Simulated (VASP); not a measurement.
A run of VASP 6.6.1:

Contents of INCAR:

```
SYSTEM = TlBi2
  PREC = Accurate
  ENCUT = 520
  EDIFF = 1E-6
  ISMEAR = -1
  SIGMA = 0.15
  LREAL = .False.
  LASPH = .True.
  NELM = 80
  ALGO = Normal
  ISIF = 2
  LWAVE = .False.
  LCHARG = .False.
  GGA = PS
  NBANDS = 28
```

File KPOINTS:

```
Automatic mesh
0
Gamma
  5 5 7
  0 0 0
```

File POSCAR:

```
TlBi2
1.0
    5.7086650000      0.0000000000      0.0000000000
   -2.8543325000      4.9438489117      0.0000000000
    0.0000000000      0.0000000000      3.3937560000
Tl Bi
1 2
Direct
    0.0000000000      0.0000000000      0.0000000000
    0.6666670000      0.3333330000      0.5000000000
    0.3333330000      0.6666670000      0.5000000000
```

Potentials or basis: VASP PAW PBE potentials, release 64 (Tl_d, Bi_d).

Launch:

```sh
$ cat potpaw_PBE.64/Tl_d/POTCAR potpaw_PBE.64/Bi_d/POTCAR > POTCAR
$ mpirun -np 1 vasp_std > vasp.out
```

Hardware: 1 thread of Intel Xeon 8259CL, with other jobs on the host.

Q: Estimate the wall time of this run.

A: Wall time 42 s on 1 thread of Intel Xeon 8259CL (shared host), peak memory 0.24 GiB. Counts: scf iterations 11, k points 20.
